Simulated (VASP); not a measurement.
# NbP (I4_1md) in VASP: further runs, part 2 of 2

VASP 6.6.1.

### Step 4. Single point, PBE

This run uses another cell than the first one, of 16.01 Å³/atom.

Contents of INCAR:

```
SYSTEM = NbP
PREC = Accurate
ENCUT = 520
EDIFF = 1E-6
ISMEAR = -1
SIGMA = 0.02
LREAL = .FALSE.
LASPH = .TRUE.
NELM = 100
ALGO = Normal
ISIF = 2
LWAVE = .FALSE.
LCHARG = .TRUE.
GGA = PE
LELF = .TRUE.
LVHAR = .TRUE.
NBANDS = 26
```

Contents of KPOINTS:

```
Automatic mesh
0
G
  10 10 10
  0 0 0
```

Contents of POSCAR:

```
NbP
1.0
   -1.6725842971      1.6725842971      5.7225278459
    1.6725842971     -1.6725842971      5.7225278459
    1.6725842971      1.6725842971     -5.7225278459
Nb P
2 2
Direct
    0.7499687201      0.7499687201      0.0000000000
    0.4999687201      0.9999687201      0.5000000000
    0.3326598549      0.3326598549      0.0000000000
    0.0826598549      0.5826598549      0.5000000000
```

Potentials or basis: VASP PAW PBE potentials, release 64 (Nb_sv, P).

On the command line:

```bash
> cat potpaw_PBE.64/Nb_sv/POTCAR potpaw_PBE.64/P/POTCAR > POTCAR
> mpirun -np 1 vasp_std > vasp.out
```

OUTCAR:

```text
SYSTEM = NbP
   PREC = Accurate
   ENCUT = 520
   EDIFF = 1E-6
   ISMEAR = -1
   LREAL = .FALSE.
   LASPH = .TRUE.
   NELM = 100
   ISIF = 2
   GGA = PE

 ion  position               nearest neighbor table
   1  0.750  0.750  0.000-   4 2.54   4 2.54   3 2.55   3 2.55   3 2.55   3 2.55
   2  0.500  1.000  0.500-   3 2.54   3 2.54   4 2.55   4 2.55   4 2.55   4 2.55
   3  0.333  0.333  0.000-   2 2.54   2 2.54   1 2.55   1 2.55   1 2.55   1 2.55
   4  0.083  0.583  0.500-   1 2.54   1 2.54   2 2.55   2 2.55   2 2.55   2 2.55

  LATTYP: Found a body centered tetragonal cell.
 ALAT       =     3.3451685942
 C/A-ratio  =     3.4213688696

  Lattice vectors:

 A1 = (  -1.6725842971,   1.6725842971,   5.7225278459)
 A2 = (   1.6725842971,  -1.6725842971,   5.7225278459)
 A3 = (   1.6725842971,   1.6725842971,  -5.7225278459)

Analysis of symmetry for initial positions (statically):
=====================================================================
 Subroutine PRICEL returns:
 Original cell was already a primitive cell.

 Routine SETGRP: Setting up the symmetry group for a
 body centered tetragonal supercell.

 Subroutine GETGRP returns: Found  8 space group operations
 (whereof  4 operations were pure point group operations)
 out of a pool of 16 trial point group operations.

The static configuration has the point symmetry C_2v.
 The point group associated with its full space group is C_4v.

Analysis of symmetry for dynamics (positions and initial velocities):
=====================================================================
 Subroutine PRICEL returns:
 Original cell was already a primitive cell.

 Routine SETGRP: Setting up the symmetry group for a
 body centered tetragonal supercell.

 Subroutine GETGRP returns: Found  8 space group operations
 (whereof  4 operations were pure point group operations)
 out of a pool of 16 trial point group operations.

The dynamic configuration has the point symmetry C_2v.
 The point group associated with its full space group is C_4v.

[... 116 lines left out ...]
   EFERMI =   0.00;   METHOD = LEGACY
   ISMEAR =    -1;   SIGMA  =   0.02  broadening in eV -4-tet -1-fermi 0-gaus
   EFERMI_NEDOS =   21; number of points for ismear=-14 and -15
   IALGO  =     38    algorithm
   IMIX   =      4    mixing-type and parameters
     AMIX     =   0.40;   BMIX     =  1.00
     AMIX_MAG =   1.60;   BMIX_MAG =  1.00
  volume/ion in A,a.u.               =      16.01       108.03
  Fermi-wavevector in a.u.,A,eV,Ry     =   1.351142  2.553288 24.838591  1.825585
  Thomas-Fermi vector in A             =   2.478588
   LORBIT       =      0    0 simple, 1 ext, 2 COOP (PROOUT), +10 PAW based schemes
   GGA     = PE    functional components
   LHFCALC =     F    Hartree Fock is set to
   AEXX    =    0.0000 exact exchange contribution
   IVDW    =     0    specifies the selected vdW correction
   LEPSILON=     F    determine dielectric tensor
   LRPA    =     F    only Hartree local field effects (RPA)
 non-spin polarized calculation
  energy-cutoff  :      520.00
  volume of cell :       64.04
 maximum number of plane-waves:      1741
 NGX is ok and might be reduce to    48
   NGX = 23   NGY = 23   NGZ = 23

 number of electron      36.0000000 magnetization

 Free energy of the ion-electron system (eV)
  ---------------------------------------------------
  ext. energy  EPLUGINS =         0.00000000
  ---------------------------------------------------
  free energy    TOTEN  =       -35.31338677 eV

  energy without entropy =      -35.31234320  energy(sigma->0) =      -35.31286498

 E-fermi :  10.6367     XC(G=0): -12.0172

 val. band max:       10.6021733005   @ k =  -0.2000   0.3000   0.2000
 cond. band min:      10.6408114559   @ k =  -0.3000   0.5000   0.3000
 fundamental gap:      0.0386381554
 Fermi energy:        10.6367176333

 k-point     1 :       0.0000    0.0000    0.0000
  band No.  band energies     occupation
      1     -44.2975      2.00000
      2     -44.2593      2.00000
      3     -20.5629      2.00000
      4     -20.3612      2.00000
      5     -20.3612      2.00000
      6     -20.2179      2.00000
[... 685 lines left out ...]
     25      15.8243      0.00000
     26      16.2245      0.00000

 [... further k-points ...]
[... 5 lines left out ...]
  --------------------------------------------------------------------------------------
  -------------------------------------------------------------------------------------
  Total       -0.1582701     -0.1582701     -0.1516469      0.0000000      0.0000000      0.0000000
  in kB       -3.9599124     -3.9599124     -3.7942006      0.0000000      0.0000000      0.0000000
  external PRESSURE =      -3.9046751 kB  Pullay stress =       0.0000000 kB

 VOLUME and BASIS-vectors are now :
 -----------------------------------------------------------------------------
  energy-cutoff  :      520.00
  volume of cell :       64.04
      direct lattice vectors                 reciprocal lattice vectors
    -1.672584297  1.672584297  5.722527846     0.000000000  0.298938595  0.087373974
     1.672584297 -1.672584297  5.722527846     0.298938595  0.000000000  0.087373974
     1.672584297  1.672584297 -5.722527846     0.298938595  0.298938595  0.000000000

 POSITION                                       TOTAL-FORCE (eV/Angst)
 -----------------------------------------------------------------------------------
      0.00000      0.00000      8.58343         0.000000     -0.000000     -0.000362
      1.67258      0.00000      5.72217        -0.000000      0.000000     -0.000362
      0.00000      0.00000      3.80731        -0.000000      0.000000      0.000362
      1.67258      0.00000      0.94605         0.000000     -0.000000      0.000362
 -----------------------------------------------------------------------------------
    total drift:                                0.000000      0.000000      0.000213

  FREE ENERGIE OF THE ION-ELECTRON SYSTEM (eV)
  ---------------------------------------------------
  free  energy   TOTEN  =       -35.3133867681 eV

  energy  without entropy=      -35.3123431983  energy(sigma->0) =      -35.31286498
```

stdout:

```text
POSCAR found type information on POSCAR NbP
 POSCAR found :  2 types and       4 ions
 scaLAPACK will be used
 LDA part: xc-table for (Slater+PW92), standard interpolation
 POSCAR, INCAR and KPOINTS ok, starting setup
 FFT: planning ... GRIDC
 FFT: planning ... GRID_SOFT
 FFT: planning ... GRID
 WAVECAR not read
 entering main loop
```

It took 5.9 min on 1 thread of AMD EPYC 7R13 (Zen 3), shared host; peak memory 0.38 GiB.

What came out:

| Item | Value |
| --- | --- |
| Free energy | -35.3134 eV |
| Pressure | -0.4 GPa |
| Band gap on the k mesh | zero (bands 18 and 19 overlap by 0.15 eV) |

Levels at points of the mesh, in eV from the Fermi level:
```
           k point  band 16  band 17  band 18  band 19  band 20  band 21
(0.00, 0.00, 0.00)    -1.71    -1.36    -1.36     0.83     1.60     2.67
(0.50, 0.00, 0.00)    -1.87    -1.51    -0.12     0.07     1.32     2.46
(0.50, 0.50, 0.00)    -2.85    -0.43    -0.43     2.98     2.98     3.08
(0.50, 0.50, 0.50)    -2.67    -0.53    -0.53     1.19     1.19     2.32
```

### Step 5. Single point, r2SCAN

Contents of POSCAR:

```
NbP
1.0
   -1.6691837428      1.6691837428      5.7320230940
    1.6691837428     -1.6691837428      5.7320230940
    1.6691837428      1.6691837428     -5.7320230940
Nb P
2 2
Direct
    0.7498223616      0.7498223616      0.0000000000
    0.4998223616      0.9998223616      0.5000000000
    0.3328062134      0.3328062134      0.0000000000
    0.0828062134      0.5828062134      0.5000000000
```

Contents of INCAR.step1:

```
PREC = Accurate
ENCUT = 520
ISMEAR = -1
SIGMA = 0.02
LREAL = False
LASPH = True
NELM = 60
NBANDS = 26
GGA = PE
ALGO = Normal
EDIFF = 1E-4
LWAVE = True
LCHARG = False
```

Contents of INCAR.step2:

```
PREC = Accurate
ENCUT = 520
EDIFF = 1E-6
ISMEAR = -1
SIGMA = 0.02
LREAL = False
LASPH = True
NELM = 60
ALGO = Normal
ISIF = 2
LWAVE = False
LCHARG = False
METAGGA = R2SCAN
LMIXTAU = True
NBANDS = 26
ISTART = 1
```

Contents of KPOINTS:

```
Automatic mesh
0
Gamma
  10 10 10
```

On the command line:

```bash
> cat potpaw_PBE.64/Nb_sv/POTCAR potpaw_PBE.64/P/POTCAR > POTCAR
> cp INCAR.step1 INCAR
> mpirun -np 1 vasp_std > vasp.out
> cp INCAR.step2 INCAR
> mpirun -np 1 vasp_std > vasp.out
```

Wall time 24 min (1 thread of AMD EPYC 7R13 (Zen 3), shared host); peak memory 0.41 GiB.

It converged, with:

```yaml
Free_energy: -72.0523 eV
Pressure: -0.4 GPa
Band_gap_on_the_k_mesh: zero (bands 18 and 19 overlap by 0.13 eV)
```

Levels at points of the mesh, in eV from the Fermi level:
```csv
k point,band 14,band 15,band 16,band 17,band 18,band 19,band 20,band 21,band 22,band 23
"(0.00, 0.00, 0.00)",-2.42,-2.25,-1.82,-1.49,-1.49,0.89,1.69,2.82,3.31,3.31
"(0.50, 0.00, 0.00)",-3.44,-2.50,-2.04,-1.61,-0.18,0.09,1.40,2.62,2.84,3.50
"(0.50, 0.50, 0.00)",-4.92,-3.09,-3.09,-0.51,-0.51,3.18,3.18,3.25,3.25,4.32
"(0.50, 0.50, 0.50)",-2.90,-2.78,-2.78,-0.64,-0.64,1.27,1.27,2.45,2.45,3.81
```

Caveat: the PAW data sets were made with another functional, which shifts forces and pressure a little.

### Step 6. Overview

| level | potentials or basis | cell | gap on the mesh (eV) | pressure (GPa) | largest force (eV/Å) |
| --- | --- | --- | --- | --- | --- |
| PBE | VASP PAW PBE potentials, release 64 (Nb_sv, P) | a = 6.199 Å, angles 148.8, 148.8, 44.8°, 4 atoms, atomic positions A | none | 0.1 | 0.02 |
| LDA | VASP PAW LDA potentials, release 64 (Nb_sv, P) | a = 6.199 Å, angles 148.8, 148.8, 44.8°, 4 atoms, atomic positions A | none | -8.0 | 0.02 |
| PBE | VASP PAW PBE potentials, release 64 (Nb_sv, P) | a = 6.192 Å, angles 148.7, 148.7, 44.9°, 4 atoms, atomic positions B | none | -0.4 | - |
| r2SCAN | VASP PAW PBE potentials, release 64 (Nb_sv, P) | a = 6.199 Å, angles 148.8, 148.8, 44.8°, 4 atoms, atomic positions A | none | -0.4 | - |

Alike in all rows: task single point; no spin polarisation; k mesh 10 × 10 × 10; cutoff (eV) 520; smearing fermi-dirac 0.02 eV.

Caveats: the cell stands under tension (at least some runs); the PAW data sets were made with another functional, which shifts forces and pressure a little (at least some runs).

Absolute energies hang on the potentials; compare differences alone.

The gap in the log of VASP goes by the Fermi energy; the results here count the filled bands.